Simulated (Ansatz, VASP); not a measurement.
**One calculation of As, two programs**

```xyz
1
Lattice="2.2351 0.0000 0.0000 -1.1175 1.9356 0.0000 0.0000 0.0000 2.0863" Properties=species:S:1:pos:R:3 pbc="T T T"
As    0.0000    0.0000    0.0000
```

Change from the starting cell: volume scaled by 0.45, LAPW.

Alike in both runs: task single point; functional PBE; k mesh 15 × 15 × 14; occupations fermi-dirac, width 0.05 eV; no spin polarisation.

```csv
,VASP,Ansatz
version,VASP 6.6.1,Ansatz 0.2.0
potentials or method,"VASP PAW PBE potentials, release 64 (As), cutoff 520 eV","all-electron LAPW, scalar-relativistic"
```

VASP gave:

- pressure (GPa): 354.8
- traceless stress, the component that is largest in VASP (GPa): -0.46

Q: What did Ansatz give for the same quantities?

A: Pressure (GPa): 339.7; traceless stress, the component that is largest in VASP (GPa): -0.27.

Both programs put the cell under a high pressure, so it lies far from rest at this level. Ansatz ran all-electron here, and VASP with PAW potentials.

Noted on VASP's run: the cell as given lies far from equilibrium.
